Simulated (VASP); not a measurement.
A run of VASP 6.6.1 is set up as follows.

The input INCAR:

```
ALGO = Normal
EDIFF = 1E-6
ENCUT = 520
GGA = RP
ISIF = 2
ISMEAR = -1
LASPH = T
LCHARG = T
LELF = T
LREAL = F
LVHAR = T
LWAVE = F
NBANDS = 12
NELM = 100
PREC = Accurate
SIGMA = 0.1
```

File KPOINTS:

```
k-points
0
Gamma
  17 17 17
```

POSCAR

```
Mn
1.0
    0.0000000000      1.7400020693      1.7400020693
    1.7400020693      0.0000000000      1.7400020693
    1.7400020693      1.7400020693      0.0000000000
Mn
1
Direct
    0.0000000000      0.0000000000      0.0000000000
```

Potentials or basis: VASP PAW PBE potentials, release 64 (Mn_pv).

Command:

```console
$ cat potpaw_PBE.64/Mn_pv/POTCAR > POTCAR
$ mpirun -np 1 vasp_std > vasp.out
```

(1) Predict the pressure.

## Answers

(1) 11.9 GPa.

Caveat: the PAW data sets were made with another functional, which shifts forces and pressure a little; the run has no spin polarisation, though such a crystal can be magnetic.
